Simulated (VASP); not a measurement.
# CaS (Fm-3m) in VASP: a series of runs

The runs below take CaS through single point, with LDA, PBE.

All numbers are computed with VASP 6.6.1; they aren't measurements. Logs are shortened: lines on timing, memory, paths and dates and some standing lists are left out, and cuts for length are marked.

**1. The cell of the first run**

It takes space group Fm-3m (No. 225, cubic). The conventional cell has a = 5.705 Å, b = 5.705 Å, c = 5.705 Å, α = 90.00°, β = 90.00°, γ = 90.00°. Within 3.8 Å of Ca (site symmetry m-3m) lie 6 S at 2.85 Å. Within 3.8 Å of S (site symmetry m-3m) lie 6 Ca at 2.85 Å.

**2. Single point, LDA**

The input, INCAR:

```
SYSTEM = CaS
PREC = Accurate
ENCUT = 500
EDIFF = 1E-6
ISMEAR = 0
SIGMA = 0.1
LREAL = .False.
LASPH = .True.
NELM = 120
ALGO = Normal
ISIF = 2
LWAVE = .False.
LCHARG = .False.
NBANDS = 15
GGA_COMPAT = .False.
```

The input, KPOINTS:

```
regular mesh
0
Gamma
  4 4 4
  0 0 0
```

The input, POSCAR:

```
CaS
1.0
    0.0000000000      2.8523742917      2.8523742917
    2.8523742917      0.0000000000      2.8523742917
    2.8523742917      2.8523742917      0.0000000000
Ca S
1 1
Direct
    0.0000000000      0.0000000000      0.0000000000
    0.5000000000      0.5000000000      0.5000000000
```

Potentials or basis: VASP PAW LDA potentials, release 64 (Ca_sv, S).

On the command line:

```
$ cat potpaw_LDA.64/Ca_sv/POTCAR potpaw_LDA.64/S/POTCAR > POTCAR
$ mpirun -np 1 vasp_std > vasp.out
```

OUTCAR:

```text
SYSTEM = CaS
   PREC = Accurate
   ENCUT = 500
   EDIFF = 1E-6
   ISMEAR = 0
   LREAL = .False.
   LASPH = .True.
   NELM = 120
   ISIF = 2

 ion  position               nearest neighbor table
   1  0.000  0.000  0.000-   2 2.85   2 2.85   2 2.85   2 2.85   2 2.85   2 2.85
   2  0.500  0.500  0.500-   1 2.85   1 2.85   1 2.85   1 2.85   1 2.85   1 2.85

  LATTYP: Found a face centered cubic cell.
 ALAT       =     5.7047485834

  Lattice vectors:

 A1 = (   0.0000000000,   2.8523742917,   2.8523742917)
 A2 = (   2.8523742917,   0.0000000000,   2.8523742917)
 A3 = (   2.8523742917,   2.8523742917,   0.0000000000)

Analysis of symmetry for initial positions (statically):
=====================================================================
 Subroutine PRICEL returns:
 Original cell was already a primitive cell.

 Routine SETGRP: Setting up the symmetry group for a
 face centered cubic supercell.

 Subroutine GETGRP returns: Found 48 space group operations
 (whereof 48 operations were pure point group operations)
 out of a pool of 48 trial point group operations.

The static configuration has the point symmetry O_h .

Analysis of symmetry for dynamics (positions and initial velocities):
=====================================================================
 Subroutine PRICEL returns:
 Original cell was already a primitive cell.

 Routine SETGRP: Setting up the symmetry group for a
 face centered cubic supercell.

 Subroutine GETGRP returns: Found 48 space group operations
 (whereof 48 operations were pure point group operations)
 out of a pool of 48 trial point group operations.

The dynamic configuration has the point symmetry O_h .

 Subroutine INISYM returns: Found 48 space group operations
 (whereof 48 operations are pure point group operations),
 and found     1 'primitive' translations

----------------------------------------------------------------------------------------

                                     Primitive cell

  volume of cell :      46.4141

  direct lattice vectors                    reciprocal lattice vectors
     0.000000000  2.852374292  2.852374292    -0.175292563  0.175292563  0.175292563
     2.852374292  0.000000000  2.852374292     0.175292563 -0.175292563  0.175292563
     2.852374292  2.852374292  0.000000000     0.175292563  0.175292563 -0.175292563

  length of vectors
     4.033866408  4.033866408  4.033866408     0.303615625  0.303615625  0.303615625

  position of ions in fractional coordinates (direct lattice)
     0.000000000  0.000000000  0.000000000
     0.500000000  0.500000000  0.500000000

  ion indices of the primitive-cell ions
   primitive index   ion index
                 1           1
                 2           2

----------------------------------------------------------------------------------------

 KPOINTS: regular mesh

Automatic generation of k-mesh.
 Grid dimensions read from file:
 generate k-points for:    4    4    4

 Generating k-lattice:

  Cartesian coordinates                     Fractional coordinates (reciprocal lattice)
    -0.043823141  0.043823141  0.043823141     0.250000000  0.000000000  0.000000000
     0.043823141 -0.043823141  0.043823141     0.000000000  0.250000000  0.000000000
     0.043823141  0.043823141 -0.043823141     0.000000000  0.000000000  0.250000000

  Length of vectors
     0.075903906  0.075903906  0.075903906

  Shift w.r.t. Gamma in fractional coordinates (k-lattice)
     0.000000000  0.000000000  0.000000000

 Subroutine IBZKPT returns following result:
 ===========================================

 Found      8 irreducible k-points:

 Following reciprocal coordinates:
            Coordinates               Weight
  0.000000  0.000000  0.000000      1.000000
  0.250000  0.000000  0.000000      8.000000
  0.500000  0.000000  0.000000      4.000000
  0.250000  0.250000  0.000000      6.000000
  0.500000  0.250000  0.000000     24.000000
 -0.250000  0.250000  0.000000     12.000000
  0.500000  0.500000  0.000000      3.000000
 -0.250000  0.500000  0.250000      6.000000
   k-points           NKPTS =      8   k-points in BZ     NKDIM =      8   number of bands    NBANDS=     15
   number of dos      NEDOS =    301   number of ions     NIONS =      2
   total plane-waves  NPLWV =  27000
   dimension x,y,z NGX =    30 NGY =   30 NGZ =   30
   dimension x,y,z NGXF=    60 NGYF=   60 NGZF=   60
   ions per type =               1   1
   NGX,Y,Z   is equivalent  to a cutoff of  12.36, 12.36, 12.36 a.u.
   NGXF,Y,Z  is equivalent  to a cutoff of  24.73, 24.73, 24.73 a.u.
 SYSTEM =  CaS
   PREC   = accura    normal or accurate (medium, high low for compatibility)
   ISTART =      0    job   : 0-new  1-cont  2-samecut
   ICHARG =      2    charge: 1-file 2-atom 10-const
   ISPIN  =      1    spin polarized calculation?
   LNONCOLLINEAR =      F non collinear calculations
   LSORBIT =      F    spin-orbit coupling
   LASPH  =      T    aspherical Exc in radial PAW
   ENCUT  =  500.0 eV  36.75 Ry    6.06 a.u.   7.35  7.35  7.35*2*pi/ulx,y,z
   NELM   =    120;   NELMIN=  2; NELMDL= -5     # of ELM steps
   EDIFF  = 0.1E-05   stopping-criterion for ELM
   LREAL  =      F    real-space projection
   EDIFFG = 0.1E-04   stopping-criterion for IOM
   NSW    =      0    number of steps for IOM
   IBRION =     -1    ionic relax: 0-MD 1-quasi-New 2-CG
   NFREE  =      0    steps in history (QN), initial steepest desc. (CG)
   ISIF   =      2    stress and relaxation
   ISYM   =      2    0-nonsym 1-usesym 2-fastsym
   POTIM  = 0.5000    time-step for ionic-motion
   TEBEG  =    0.0;   TEEND  =   0.0 temperature during run
   PSTRESS=    0.0 pullay stress
   NELECT =      16.0000    total number of electrons
   NUPDOWN=      -1.0000    fix difference up-down
   EMIN   =  10.00;   EMAX   =-10.00  energy-range for DOS
   EFERMI =   0.00;   METHOD = LEGACY
   ISMEAR =     0;   SIGMA  =   0.10  broadening in eV -4-tet -1-fermi 0-gaus
   EFERMI_NEDOS =   21; number of points for ismear=-14 and -15
   IALGO  =     38    algorithm
   IMIX   =      4    mixing-type and parameters
     AMIX     =   0.40;   BMIX     =  1.00
     AMIX_MAG =   1.60;   BMIX_MAG =  1.00
  volume/ion in A,a.u.               =      23.21       156.61
  Fermi-wavevector in a.u.,A,eV,Ry     =   1.147885  2.169188 17.927575  1.317640
  Thomas-Fermi vector in A             =   2.284563
   LORBIT       =      0    0 simple, 1 ext, 2 COOP (PROOUT), +10 PAW based schemes
   GGA     = CA    functional components
   LHFCALC =     F    Hartree Fock is set to
   AEXX    =    0.0000 exact exchange contribution
   IVDW    =     0    specifies the selected vdW correction
   LEPSILON=     F    determine dielectric tensor
   LRPA    =     F    only Hartree local field effects (RPA)
 non-spin polarized calculation
 Gauss-broadening in eV      SIGMA  =   0.10
  energy-cutoff  :      500.00
  volume of cell :       46.41
 maximum number of plane-waves:      1243
 NGX is ok and might be reduce to    30
   NGX = 15   NGY = 15   NGZ = 15

 number of electron      16.0000004 magnetization

 Free energy of the ion-electron system (eV)
  ---------------------------------------------------
  ext. energy  EPLUGINS =         0.00000000
  ---------------------------------------------------
  free energy    TOTEN  =       -11.37795110 eV

  energy without entropy =      -11.37795110  energy(sigma->0) =      -11.37795110

 E-fermi :   2.9626     XC(G=0):  -9.6732

 val. band max:        2.5333061783   @ k =   0.0000   0.0000   0.0000
 cond. band min:       4.6751596907   @ k =   0.5000   0.5000   0.0000
 fundamental gap:      2.1418535124
 Fermi energy:         2.9625501556

 k-point     1 :       0.0000    0.0000    0.0000
  band No.  band energies     occupation
      1     -36.2378      2.00000
      2     -17.5148      2.00000
      3     -17.5148      2.00000
      4     -17.5148      2.00000
      5      -8.7418      2.00000
      6       2.5333      2.00000
      7       2.5333      2.00000
      8       2.5333      2.00000
      9       6.3774      0.00000
     10       6.4851      0.00000
     11       6.4851      0.00000
     12       6.4851      0.00000
     13       7.1215      0.00000
     14       7.1215      0.00000
     15      13.1459      0.00000

 k-point     2 :       0.2500    0.0000    0.0000
  band No.  band energies     occupation
      1     -36.2317      2.00000
      2     -17.6032      2.00000
      3     -17.5217      2.00000
      4     -17.5217      2.00000
      5      -8.3524      2.00000
      6       0.6537      2.00000
      7       1.8431      2.00000
      8       1.8431      2.00000
      9       6.5945      0.00000
     10       7.2964      0.00000
     11       7.2964      0.00000
     12       8.5466      0.00000
     13       8.5576      0.00000
     14       8.5576      0.00000
     15      12.7045      0.00000

 k-point     3 :       0.5000    0.0000    0.0000
  band No.  band energies     occupation
      1     -36.2256      2.00000
      2     -17.6883      2.00000
      3     -17.5287      2.00000
      4     -17.5287      2.00000
      5      -7.9121      2.00000
      6      -0.6327      2.00000
      7       1.3452      2.00000
      8       1.3452      2.00000
      9       7.5345      0.00000
     10       8.3877      0.00000
     11       8.5191      0.00000
     12       8.5191      0.00000
     13      10.5337      0.00000
     14      10.5337      0.00000
     15      11.2011      0.00000
[... 55 lines left out ...]
 k-point     7 :       0.5000    0.5000    0.0000
  band No.  band energies     occupation
      1     -36.2218      2.00000
      2     -17.6429      2.00000
      3     -17.5655      2.00000
      4     -17.5655      2.00000
      5      -8.1065      2.00000
      6       0.2209      2.00000
      7       1.7144      2.00000
      8       1.7144      2.00000
      9       4.6752      0.00000
     10       7.9760      0.00000
     11       8.2635      0.00000
     12       9.1207      0.00000
     13       9.1207      0.00000
     14       9.1298      0.00000
     15      12.6212      0.00000

 k-point     8 :      -0.2500    0.5000    0.2500
  band No.  band energies     occupation
      1     -36.2218      2.00000
      2     -17.6042      2.00000
      3     -17.6042      2.00000
      4     -17.5759      2.00000
      5      -7.9870      2.00000
      6       0.7148      2.00000
      7       0.7148      2.00000
      8       0.9437      2.00000
      9       7.1617      0.00000
     10       7.1617      0.00000
     11       8.3251      0.00000
     12       8.7839      0.00000
     13       9.1290      0.00000
     14      11.6173      0.00000
     15      12.3671      0.00000

------------------------ aborting loop because EDIFF is reached ----------------------------------------

  FORCE on cell =-STRESS in cart. coord.  units (eV):
  Direction    XX          YY          ZZ          XY          YZ          ZX
  --------------------------------------------------------------------------------------
  -------------------------------------------------------------------------------------
  Total       -1.1694695     -1.1694695     -1.1694695      0.0000000      0.0000000      0.0000000
  in kB      -40.3691815    -40.3691815    -40.3691815      0.0000000      0.0000000      0.0000000
  external PRESSURE =     -40.3691815 kB  Pullay stress =       0.0000000 kB

 VOLUME and BASIS-vectors are now :
 -----------------------------------------------------------------------------
  energy-cutoff  :      500.00
  volume of cell :       46.41
      direct lattice vectors                 reciprocal lattice vectors
     0.000000000  2.852374292  2.852374292    -0.175292563  0.175292563  0.175292563
     2.852374292  0.000000000  2.852374292     0.175292563 -0.175292563  0.175292563
     2.852374292  2.852374292  0.000000000     0.175292563  0.175292563 -0.175292563

 POSITION                                       TOTAL-FORCE (eV/Angst)
 -----------------------------------------------------------------------------------
      0.00000      0.00000      0.00000        -0.000000      0.000000     -0.000000
      2.85237      2.85237      2.85237         0.000000     -0.000000      0.000000
 -----------------------------------------------------------------------------------
    total drift:                               -0.000000      0.000000      0.000000

  FREE ENERGIE OF THE ION-ELECTRON SYSTEM (eV)
  ---------------------------------------------------
  free  energy   TOTEN  =       -11.3779511008 eV

  energy  without entropy=      -11.3779511008  energy(sigma->0) =      -11.37795110
```

It took 12 s on 1 thread of Intel Xeon 8259CL, shared host; peak memory 0.14 GiB.

What came out:

```yaml
Free_energy: -11.3780 eV
Pressure: -4.0 GPa
Band_gap_on_the_k_mesh: 2.14 eV (least direct gap 2.96 eV)
```

Caveat: the k points lie up to 0.48 Å⁻¹ apart.

**3. Single point, LDA**

The input, INCAR:

```
ALGO     = Normal         # electronic algorithm
EDIFF    = 1E-6           # SCF threshold, eV
ENCUT    = 500            # plane-wave cutoff, eV
GGA_COMPAT= False        
ISIF     = 2              # what is computed and relaxed
ISMEAR   = 1              # smearing method
LASPH    = True           # aspherical terms in the spheres
LCHARG   = True           # write CHGCAR
LELF     = True           # ELF
LREAL    = False          # projectors in reciprocal space
LVHAR    = True         
LWAVE    = False          # write WAVECAR
NBANDS   = 15             # bands
NELM     = 120            # most SCF steps
PREC     = Accurate       # precision mode
SIGMA    = 0.06802846561497 # smearing width, eV
```

The input, KPOINTS:

```
k-points
0
Gamma
  4 4 4
```

POSCAR is that of step 2.

Potentials or basis: VASP PAW LDA potentials, release 64 (Ca_sv, S).

On the command line:

```
$ cat potpaw_LDA.64/Ca_sv/POTCAR potpaw_LDA.64/S/POTCAR > POTCAR
$ mpirun -np 1 vasp_std > vasp.out
```

Run time: 15 s. Hardware: 1 thread of Intel Xeon 8259CL, shared host; peak memory 0.14 GiB.

Results (log left out):

| Property | Result |
| --- | --- |
| Free energy | -11.3778 eV |
| Pressure | -4.0 GPa |
| Band gap on the k mesh | 2.14 eV (least direct gap 2.96 eV) |

Levels at points of the mesh, in eV from the valence-band top:
```tsv
k point	band 5	band 6	band 7	band 8	band 9	band 10	band 11	band 12
(0.00, 0.00, 0.00)	-11.28	0.00	0.00	0.00	3.84	3.95	3.95	3.95
(0.50, 0.00, 0.00)	-10.45	-3.17	-1.19	-1.19	5.00	5.85	5.99	5.99
(0.50, 0.50, 0.00)	-10.64	-2.31	-0.82	-0.82	2.14	5.44	5.73	6.59
```

Caveat: the k points lie up to 0.48 Å⁻¹ apart. A k mesh can miss the band edges.

(Continued in part 2 of 2.)
